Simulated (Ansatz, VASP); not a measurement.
Cu: VASP beside Ansatz

```
Cu
1.0
     0.00000    1.64931    1.64931
     1.64931    0.00000    1.64931
     1.64931    1.64931    0.00000
Cu
1
Cartesian
  0.0000 0.0000 0.0000
```

Change from the starting cell: volume scaled by 0.75, LAPW.

Alike in both runs: task single point; functional PBE; k mesh 18 × 18 × 18; occupations fermi-dirac, width 0.05 eV; no spin polarisation.

|  | VASP | Ansatz |
| --- | --- | --- |
| version | VASP 6.6.1 | Ansatz 0.2.0 |
| potentials or method | VASP PAW PBE potentials, release 64 (Cu), cutoff 520 eV | all-electron LAPW, scalar-relativistic |

Ansatz gave:

- pressure (GPa): 82.8

Problem. What did VASP give for the same quantities?

Solution. Pressure (GPa): 83.3.

Both programs put the cell under a high pressure, so it lies far from rest at this level. Ansatz ran all-electron here, and VASP with PAW potentials.

Noted on VASP's run: the cell as given lies far from equilibrium.
